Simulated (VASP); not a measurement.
# Hf (I4/mmm) in VASP: notebook, part 2 of 2

VASP 6.6.1. Earlier steps stand in the parts before.

## (4) Electric field gradients, LDA (zz strain of -3 %)

Input file INCAR:

```
PREC = Accurate
ENCUT = 520
EDIFF = 1E-8
ISMEAR = -1
SIGMA = 0.03
LREAL = False
LASPH = True
NELM = 100
ALGO = Normal
ISIF = 2
LWAVE = False
LCHARG = False
GGA = CA
LEFG = True
NBANDS = 11
```

Input file KPOINTS:

```
regular mesh
0
Gamma
  13 13 13
```

Input file POSCAR:

```
Hf
1.0
    0.0000000000      2.2200000000      2.1534000000
    2.2200000000      0.0000000000      2.1534000000
    2.2200000000      2.2200000000      0.0000000000
Hf
1
Direct
    0.0000000000      0.0000000000      0.0000000000
```

Potentials or basis: VASP PAW LDA potentials, release 64 (Hf_pv).

The run is started by

```console
cat potpaw_LDA.64/Hf_pv/POTCAR > POTCAR
mpirun -np 1 vasp_std > vasp.out
```

OUTCAR:

```text
PREC = Accurate
   ENCUT = 520
   EDIFF = 1E-8
   ISMEAR = -1
   LREAL = False
   LASPH = True
   NELM = 100
   ISIF = 2
   GGA = CA

 ion  position               nearest neighbor table
   1  0.000  0.000  0.000-

  LATTYP: Found a body centered tetragonal cell.
 ALAT       =     3.1395541085
 C/A-ratio  =     1.3717871555

  Lattice vectors:

 A1 = (   0.0000000000,  -2.2200000000,  -2.1534000000)
 A2 = (   0.0000000000,   2.2200000000,  -2.1534000000)
 A3 = (   2.2200000000,   0.0000000000,   2.1534000000)

Analysis of symmetry for initial positions (statically):
=====================================================================
 Subroutine PRICEL returns:
 Original cell was already a primitive cell.

 Routine SETGRP: Setting up the symmetry group for a
 body centered tetragonal supercell.

 Subroutine GETGRP returns: Found 16 space group operations
 (whereof 16 operations were pure point group operations)
 out of a pool of 16 trial point group operations.

The static configuration has the point symmetry D_4h.

Analysis of symmetry for dynamics (positions and initial velocities):
=====================================================================
 Subroutine PRICEL returns:
 Original cell was already a primitive cell.

 Routine SETGRP: Setting up the symmetry group for a
 body centered tetragonal supercell.

 Subroutine GETGRP returns: Found 16 space group operations
 (whereof 16 operations were pure point group operations)
 out of a pool of 16 trial point group operations.

The dynamic configuration has the point symmetry D_4h.

[... 150 lines left out ...]
 k-point     1 :       0.0000    0.0000    0.0000
  band No.  band energies     occupation
      1     -24.6859      2.00000
      2     -24.6854      2.00000
      3     -24.6854      2.00000
      4      -2.3286      2.00000
      5       6.2220      0.00000
      6       6.2220      0.00000
      7       6.5845      0.00000
      8       9.0063      0.00000
      9       9.5314      0.00000
     10      16.6010      0.00000
     11      17.2751      0.00000
[... 309 lines left out ...]
 k-point    24 :       0.4615    0.1538    0.0000
  band No.  band energies     occupation
      1     -25.5626      2.00000
      2     -24.9122      2.00000
      3     -24.8904      2.00000
      4       1.7946      2.00000
      5       4.5722      2.00000
      6       5.7718      0.00000
      7       6.7531      0.00000
      8      11.2159      0.00000
      9      11.7584      0.00000
     10      15.1419      0.00000
     11      17.2848      0.00000

 [... further k-points ...]
[... 5 lines left out ...]
  --------------------------------------------------------------------------------------
  -------------------------------------------------------------------------------------
  Total       -0.3475269     -0.3475269     -0.2367680      0.0000000      0.0000000     -0.0000000
  in kB      -26.2324195    -26.2324195    -17.8719931      0.0000000      0.0000000     -0.0000000
  external PRESSURE =     -23.4456107 kB  Pullay stress =       0.0000000 kB

 VOLUME and BASIS-vectors are now :
 -----------------------------------------------------------------------------
  energy-cutoff  :      520.00
  volume of cell :       21.23
      direct lattice vectors                 reciprocal lattice vectors
     0.000000000  2.220000000  2.153400000    -0.225225225  0.225225225  0.232190954
     2.220000000  0.000000000  2.153400000     0.225225225 -0.225225225  0.232190954
     2.220000000  2.220000000  0.000000000     0.225225225  0.225225225 -0.232190954

 POSITION                                       TOTAL-FORCE (eV/Angst)
 -----------------------------------------------------------------------------------
      0.00000      0.00000      0.00000         0.000000      0.000000      0.000000
 -----------------------------------------------------------------------------------
    total drift:                               -0.000000     -0.000000     -0.000000

  FREE ENERGIE OF THE ION-ELECTRON SYSTEM (eV)
  ---------------------------------------------------
  free  energy   TOTEN  =       -10.6271999903 eV

  energy  without entropy=      -10.6232194018  energy(sigma->0) =      -10.62520970

 Electric field gradients (V/A^2)
---------------------------------------------------------------------
 ion       V_xx      V_yy      V_zz      V_xy      V_xz      V_yz
---------------------------------------------------------------------
   1     -12.613   -12.613    25.226    -0.000    -0.000    -0.000
---------------------------------------------------------------------

 Electric field gradients after diagonalization (V/A^2)
 (convention: |V_zz| > |V_xx| > |V_yy|)
----------------------------------------------------------------------
 ion       V_xx      V_yy      V_zz     asymmetry (V_yy - V_xx)/ V_zz
----------------------------------------------------------------------
   1     -12.613   -12.613    25.226       0.000
----------------------------------------------------------------------

           NMR quadrupolar parameters

 Cq : quadrupolar parameter    Cq=e*Q*V_zz/h
 eta: asymmetry parameters     (V_yy - V_xx)/ V_zz
 Q  : nuclear electric quadrupole moment in mb (millibarn)
----------------------------------------------------------------------
 ion       Cq(MHz)       eta       Q (mb)
----------------------------------------------------------------------
   1       0.061       0.000       1.000
----------------------------------------------------------------------
```

OSZICAR:

```text
N       E                     dE             d eps       ncg     rms          rms(c)
DAV:   1     0.121110686159E+02    0.12111E+02   -0.56687E+03  4360   0.841E+02
DAV:   2    -0.105294282032E+02   -0.22640E+02   -0.21903E+02  5485   0.154E+02
DAV:   3    -0.109667789129E+02   -0.43735E+00   -0.43101E+00  5454   0.147E+01
DAV:   4    -0.109682495606E+02   -0.14706E-02   -0.14704E-02  4949   0.103E+00
DAV:   5    -0.109682561129E+02   -0.65523E-05   -0.65523E-05  5391   0.619E-02    0.469E+01
DAV:   6    -0.107183360605E+02    0.24992E+00   -0.20432E-01  4933   0.321E+00    0.280E+01
DAV:   7    -0.106316139802E+02    0.86722E-01   -0.31766E-01  4897   0.382E+00    0.135E+00
DAV:   8    -0.106271803217E+02    0.44337E-02   -0.22243E-02  4881   0.106E+00    0.232E-01
DAV:   9    -0.106272011964E+02   -0.20875E-04   -0.30105E-04  5067   0.143E-01    0.446E-02
DAV:  10    -0.106272006813E+02    0.51507E-06   -0.18639E-05  4976   0.311E-02    0.481E-02
DAV:  11    -0.106271999871E+02    0.69419E-06   -0.18008E-06  5068   0.102E-02    0.262E-03
DAV:  12    -0.106271999903E+02   -0.31652E-08   -0.26978E-08  4880   0.149E-03
   1 F= -.10627200E+02 E0= -.10625210E+02  d E =-.398059E-02
```

stdout:

```text
POSCAR found type information on POSCAR Hf
 POSCAR found :  1 types and       1 ions
 scaLAPACK will be used
 LDA part: xc-table for (Slater(with rela. corr.)+CA(PZ))
 , standard interpolation
 POSCAR, INCAR and KPOINTS ok, starting setup
 FFT: planning ... GRIDC
 FFT: planning ... GRID_SOFT
 FFT: planning ... GRID
 WAVECAR not read
 entering main loop
ion   1
```

Run time: 19 s. Hardware: 1 thread of Intel Xeon Platinum 8259CL at 2.50GHz (Skylake/Cascade Lake), shared host; peak memory 0.16 GiB.

Results:

```
Free energy            : -10.6272 eV
Pressure               : -2.3 GPa
Band gap on the k mesh : zero (band 5 reaches 6.22 eV, above the bottom of band 6 at 4.33 eV)
```

Stress tensor (GPa, compression positive):
```
-2.62  0.00  0.00
 0.00 -2.62  0.00
 0.00  0.00 -1.79
```

Levels at points of the mesh, in eV from the Fermi level:
```csv
k point,band 1,band 2,band 3,band 4,band 5,band 6,band 7,band 8,band 9,band 10
"(0.00, 0.00, 0.00)",-29.68,-29.68,-29.68,-7.32,1.23,1.23,1.59,4.02,4.54,11.61
```

Electric field gradients, principal values (V/Å²):
```csv
atom,least,middle,greatest (by size)
1 Hf,-12.613,-12.613,25.226
```

Caveat: the cell differs from its parent crystal (zz strain of -3 %); without QUAD_EFG the Cq values of the log hold for a quadrupole moment of 1 mb, not for the nuclei; spin-orbit coupling is left out, which moves the levels of the heavy elements.

## (5) Electric field gradients, LDA (equal xx and yy strain of -2 %)

Input file INCAR:

```
SYSTEM = Hf
ALGO = Normal
EDIFF = 1E-8
ENCUT = 520
GGA = CA
ISIF = 2
ISMEAR = -1
LASPH = .TRUE.
LCHARG = .FALSE.
LEFG = .TRUE.
LREAL = .FALSE.
LWAVE = .FALSE.
NBANDS = 11
NELM = 60
PREC = Accurate
SIGMA = 0.03
```

Input file KPOINTS:

```
k-points
0
G
  13 13 13
  0 0 0
```

Input file POSCAR:

```
Hf
1.0
    0.0000000000      2.1756000000      2.2200000000
    2.1756000000      0.0000000000      2.2200000000
    2.1756000000      2.1756000000      0.0000000000
Hf
1
Direct
    0.0000000000      0.0000000000      0.0000000000
```

Potentials or basis: VASP PAW LDA potentials, release 64 (Hf_pv).

The run is started by

```console
cat potpaw_LDA.64/Hf_pv/POTCAR > POTCAR
mpirun -np 1 vasp_std > vasp.out
```

OUTCAR:

```text
SYSTEM = Hf
   EDIFF = 1E-8
   ENCUT = 520
   GGA = CA
   ISIF = 2
   ISMEAR = -1
   LASPH = .TRUE.
   LREAL = .FALSE.
   NELM = 60
   PREC = Accurate

 ion  position               nearest neighbor table
   1  0.000  0.000  0.000-

  LATTYP: Found a body centered tetragonal cell.
 ALAT       =     3.0767630263
 C/A-ratio  =     1.4430750636

  Lattice vectors:

 A1 = (  -2.1756000000,   0.0000000000,   2.2200000000)
 A2 = (   2.1756000000,   0.0000000000,   2.2200000000)
 A3 = (   0.0000000000,   2.1756000000,  -2.2200000000)

Analysis of symmetry for initial positions (statically):
[... 539 lines left out ...]

  FREE ENERGIE OF THE ION-ELECTRON SYSTEM (eV)
  ---------------------------------------------------
  free  energy   TOTEN  =       -10.6298312523 eV

  energy  without entropy=      -10.6253560227  energy(sigma->0) =      -10.62759364

 Electric field gradients (V/A^2)
---------------------------------------------------------------------
 ion       V_xx      V_yy      V_zz      V_xy      V_xz      V_yz
---------------------------------------------------------------------
   1       8.852     8.852   -17.705     0.000    -0.000    -0.000
---------------------------------------------------------------------

 Electric field gradients after diagonalization (V/A^2)
 (convention: |V_zz| > |V_xx| > |V_yy|)
----------------------------------------------------------------------
 ion       V_xx      V_yy      V_zz     asymmetry (V_yy - V_xx)/ V_zz
----------------------------------------------------------------------
   1       8.853     8.852   -17.705       0.000
----------------------------------------------------------------------

           NMR quadrupolar parameters

 Cq : quadrupolar parameter    Cq=e*Q*V_zz/h
 eta: asymmetry parameters     (V_yy - V_xx)/ V_zz
 Q  : nuclear electric quadrupole moment in mb (millibarn)
----------------------------------------------------------------------
 ion       Cq(MHz)       eta       Q (mb)
----------------------------------------------------------------------
   1      -0.043       0.000       1.000
----------------------------------------------------------------------
```

stdout:

```text
POSCAR found type information on POSCAR Hf
 POSCAR found :  1 types and       1 ions
 scaLAPACK will be used
 LDA part: xc-table for (Slater(with rela. corr.)+CA(PZ))
 , standard interpolation
 POSCAR, INCAR and KPOINTS ok, starting setup
 FFT: planning ... GRIDC
 FFT: planning ... GRID_SOFT
 FFT: planning ... GRID
 WAVECAR not read
 entering main loop
ion   1
```

It took 19 s on 1 thread of Intel Xeon Platinum 8259CL at 2.50GHz (Skylake/Cascade Lake), shared host; peak memory 0.16 GiB.

Results:

* Free energy: -10.6298 eV
* Pressure: -1.2 GPa
* Band gap on the k mesh: zero (band 5 reaches 6.25 eV, above the bottom of band 6 at 4.40 eV)

Electric field gradients, principal values (V/Å²):
| atom | least | middle | greatest (by size) |
| --- | --- | --- | --- |
| 1 Hf | 8.852 | 8.853 | -17.705 |

Caveat: the cell differs from its parent crystal (equal xx and yy strain of -2 %); without QUAD_EFG the Cq values of the log hold for a quadrupole moment of 1 mb, not for the nuclei; spin-orbit coupling is left out, which moves the levels of the heavy elements.

## (6) Electric field gradients, LDA (equal xx and yy strain of -2 %)

Input file INCAR:

```
PREC = Accurate ; ENCUT = 520
EDIFF = 1E-8 ; ISMEAR = -1
SIGMA = 0.03 ; LREAL = F
LASPH = T ; NELM = 60
ALGO = Normal ; ISIF = 2
LWAVE = F ; LCHARG = F
LEFG = T ; NBANDS = 11
```

Input file KPOINTS:

```
Automatic mesh
0
Gamma
  13 13 13
```

POSCAR is that of step 5.

Potentials or basis: VASP PAW LDA potentials, release 64 (Hf_pv).

The run is started by

```console
cat potpaw_LDA.64/Hf_pv/POTCAR > POTCAR
mpirun -np 1 vasp_std > vasp.out
```

OUTCAR:

```text
PREC = Accurate
   ENCUT = 520
   EDIFF = 1E-8
   ISMEAR = -1
   LREAL = F
   LASPH = T
   NELM = 60
   ISIF = 2

 ion  position               nearest neighbor table
   1  0.000  0.000  0.000-

  LATTYP: Found a body centered tetragonal cell.
 ALAT       =     3.0767630263
 C/A-ratio  =     1.4430750636

  Lattice vectors:

[... 542 lines left out ...]
 -----------------------------------------------------------------------------------
    total drift:                                0.000000      0.000000     -0.000000

  FREE ENERGIE OF THE ION-ELECTRON SYSTEM (eV)
  ---------------------------------------------------
  free  energy   TOTEN  =       -10.6298312523 eV

  energy  without entropy=      -10.6253560227  energy(sigma->0) =      -10.62759364

 Electric field gradients (V/A^2)
---------------------------------------------------------------------
 ion       V_xx      V_yy      V_zz      V_xy      V_xz      V_yz
---------------------------------------------------------------------
   1       8.852     8.852   -17.705     0.000    -0.000    -0.000
---------------------------------------------------------------------

 Electric field gradients after diagonalization (V/A^2)
 (convention: |V_zz| > |V_xx| > |V_yy|)
----------------------------------------------------------------------
 ion       V_xx      V_yy      V_zz     asymmetry (V_yy - V_xx)/ V_zz
----------------------------------------------------------------------
   1       8.853     8.852   -17.705       0.000
----------------------------------------------------------------------

           NMR quadrupolar parameters

 Cq : quadrupolar parameter    Cq=e*Q*V_zz/h
 eta: asymmetry parameters     (V_yy - V_xx)/ V_zz
 Q  : nuclear electric quadrupole moment in mb (millibarn)
----------------------------------------------------------------------
 ion       Cq(MHz)       eta       Q (mb)
----------------------------------------------------------------------
   1      -0.043       0.000       1.000
----------------------------------------------------------------------
```

OSZICAR:

```text
N       E                     dE             d eps       ncg     rms          rms(c)
DAV:   1     0.131391666622E+02    0.13139E+02   -0.57496E+03  4336   0.849E+02
DAV:   2    -0.105042592638E+02   -0.23643E+02   -0.22903E+02  5522   0.159E+02
DAV:   3    -0.109635670968E+02   -0.45931E+00   -0.45378E+00  5406   0.150E+01
DAV:   4    -0.109650945716E+02   -0.15275E-02   -0.15272E-02  5009   0.103E+00
DAV:   5    -0.109651013181E+02   -0.67465E-05   -0.67464E-05  5436   0.623E-02    0.472E+01
DAV:   6    -0.107197222591E+02    0.24538E+00   -0.20087E-01  4951   0.318E+00    0.282E+01
DAV:   7    -0.106340282786E+02    0.85694E-01   -0.30904E-01  4879   0.378E+00    0.136E+00
DAV:   8    -0.106298104083E+02    0.42179E-02   -0.21624E-02  4878   0.104E+00    0.206E-01
DAV:   9    -0.106298322445E+02   -0.21836E-04   -0.26152E-04  5034   0.138E-01    0.443E-02
DAV:  10    -0.106298318191E+02    0.42540E-06   -0.15803E-05  4918   0.287E-02    0.444E-02
DAV:  11    -0.106298312504E+02    0.56870E-06   -0.15093E-06  5140   0.939E-03    0.241E-03
DAV:  12    -0.106298312523E+02   -0.19274E-08   -0.22650E-08  4819   0.137E-03
   1 F= -.10629831E+02 E0= -.10627594E+02  d E =-.447523E-02
```

Run time: 19 s. Hardware: 1 thread of Intel Xeon Platinum 8259CL at 2.50GHz (Skylake/Cascade Lake), shared host; peak memory 0.16 GiB.

What came out:

```
Free energy            : -10.6298 eV
Pressure               : -1.2 GPa
Band gap on the k mesh : zero (band 5 reaches 6.25 eV, above the bottom of band 6 at 4.40 eV)
```

Stress tensor (GPa, compression positive):
```
-0.99  0.00  0.00
 0.00 -0.99  0.00
 0.00  0.00 -1.74
```

Electric field gradients, principal values (V/Å²):
| atom | least | middle | greatest (by size) |
| --- | --- | --- | --- |
| 1 Hf | 8.852 | 8.853 | -17.705 |

Caveat: the cell differs from its parent crystal (equal xx and yy strain of -2 %); without QUAD_EFG the Cq values of the log hold for a quadrupole moment of 1 mb, not for the nuclei; spin-orbit coupling is left out, which moves the levels of the heavy elements.

## (7) Overview

```tsv
cell	gap on the mesh (eV)	pressure (GPa)
a = 3.093, b = 3.093, c = 3.045 Å, angles 60.5, 60.5, 59.0°, 1 atom	none	1.1
a = 3.093, b = 3.093, c = 3.140 Å, angles 59.5, 59.5, 61.0°, 1 atom	none	-2.3
a = 3.108, b = 3.108, c = 3.077 Å, angles 60.3, 60.3, 59.3°, 1 atom	none	-1.2
```

Alike in all rows: task electric field gradients; level LDA; potentials or basis VASP PAW LDA potentials, release 64 (Hf_pv); no spin polarisation; k mesh 13 × 13 × 13; cutoff (eV) 520; smearing fermi-dirac 0.03 eV.

Caveats: spin-orbit coupling is left out, which moves the levels of the heavy elements.

Total energies depend on the potentials used, so only differences within one code and one set of settings carry meaning.
